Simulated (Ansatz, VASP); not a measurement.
GaB: VASP beside Ansatz

Contents of POSCAR:

```
GaB
1.0
    2.7182400000      0.0000000000      0.0000000000
    0.0000000000      2.7182400000      0.0000000000
    0.0000000000      0.0000000000      3.2362100000
Ga B
1 1
Direct
    0.5000000000      0.5000000000      0.5000000000
    0.0000000000      0.0000000000      0.0000000000
```

Contents of INCAR.step1:

```
PREC     = Accurate       # precision mode
ENCUT    = 520            # plane-wave cutoff, eV
EDIFF    = 1E-5           # SCF threshold, eV
ISMEAR   = -1             # smearing method
SIGMA    = 0.05           # smearing width, eV
LREAL    = False          # projectors in reciprocal space
LASPH    = True           # aspherical terms in the spheres
NELM     = 100            # most SCF steps
ALGO     = Normal         # electronic algorithm
ISIF     = 2              # what is computed and relaxed
LWAVE    = True           # write WAVECAR
LCHARG   = False          # write CHGCAR
GGA      = PE             # functional
NBANDS   = 15             # bands
```

INCAR.step2

```
PREC     = Accurate       # precision mode
ENCUT    = 520            # plane-wave cutoff, eV
EDIFF    = 1E-6           # SCF threshold, eV
ISMEAR   = -1             # smearing method
SIGMA    = 0.05           # smearing width, eV
LREAL    = False          # projectors in reciprocal space
LASPH    = True           # aspherical terms in the spheres
NELM     = 100            # most SCF steps
ALGO     = Normal         # electronic algorithm
ISIF     = 2              # what is computed and relaxed
LWAVE    = False          # write WAVECAR
LCHARG   = False          # write CHGCAR
GGA      = PE             # functional
LHFCALC  = True           # exact exchange
HFSCREEN = 0.2079         # screening, 1/A
PRECFOCK = Normal       
ISTART   = 1            
NBANDS   = 15             # bands
```

Contents of KPOINTS:

```
regular mesh
0
Gamma
  6 6 5
```

input.yaml

```yaml
crystal:
  lattice:
    - [2.71824, 0.0, 0.0]
    - [0.0, 2.71824, 0.0]
    - [0.0, 0.0, 3.23621]
  atoms:
    - { symbol: Ga, position: [0.5, 0.5, 0.5] }
    - { symbol: B, position: [0.0, 0.0, 0.0] }
hamiltonian:
  xc: hse06
  pseudopotentials: { kind: paw }
kpoints:
  mp_grid: { grid: [6, 6, 5] }
  band_path:
    path:
      - [[0.0, 0.0, 0.0], [0.0, 0.5, 0.0], [0.5, 0.5, 0.0], [0.0, 0.0, 0.0], [0.0, 0.0, 0.5], [0.0, 0.5, 0.5], [0.5, 0.5, 0.5], [0.0, 0.0, 0.5]]
      - [[0.0, 0.5, 0.0], [0.0, 0.5, 0.5]]
      - [[0.5, 0.5, 0.0], [0.5, 0.5, 0.5]]
    npoints: 4
scf:
  occupations: { method: fermi_dirac, width: 0.05 }
  n_extra_bands: 6
output:
  forces: true
  stress: true
  eigenvalues: true
  fatbands: false
```

Alike in both runs: functional HSE06; k mesh 6 × 6 × 5; occupations fermi-dirac, width 0.05 eV; no spin polarisation.

|  | VASP | Ansatz |
| --- | --- | --- |
| version | VASP 6.6.1 | Ansatz 0.2.0 |
| potentials or method | VASP PAW PBE potentials, release 64 (Ga_d, B) | Ansatz PAW |
| plane-wave cutoff (eV) | 520 | 420 |
| valence electrons in the cell | 16 | 16 |
| task | single point | band structure |

|  | VASP | Ansatz | Ansatz less VASP |
| --- | --- | --- | --- |
| gap on the k mesh at the Fermi level (eV) | none | none | - |
| pressure (GPa) | -1.6 | -2.0 | -0.34 |
| traceless stress, the component that is largest in VASP (GPa) | -1.90 | -1.91 | -0.009 |

A gap of «none» marks a metal or a gap that the smearing closes.

The k mesh is coarse, so the values compare programs but aren't converged.
